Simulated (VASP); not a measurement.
## C: single point with PBE

Crystal: C.

```
C
1.0
    -1.18326    1.18326    1.18326
     1.18326   -1.18326    1.18326
     1.18326    1.18326   -1.18326
C
1
Cartesian
  0.0000 0.0000 0.0000
```

```
Program                : VASP 6.6.1
Task                   : single point
Functional             : PBE
Potentials or basis    : VASP PAW PBE potentials, release 64 (C)
Cutoff                 : 520 eV
k mesh                 : 23 × 23 × 23
Occupations            : fermi-dirac, width 0.08 eV
Spin                   : no spin polarisation
Dipole correction      : no
Further INCAR settings : ALGO = Normal; EDIFF = 1e-06; NBANDS = 8
```

```yaml
Pressure: 2.1 GPa
Band_gap_on_the_k_mesh: zero (band 2 reaches 17.76 eV, above the bottom of band 3 at 3.53 eV)
```

Levels at points of the mesh, in eV from the Fermi level:
```tsv
k point	band 1	band 2	band 3	band 4	band 5	band 6	band 7
(0.00, 0.00, 0.00)	-19.69	9.18	9.18	9.18	33.39	33.39	33.39
```

Run time: 7.7 s on 1 thread of Intel Xeon 8259CL, with other jobs on the host, peak memory 0.12 GiB.
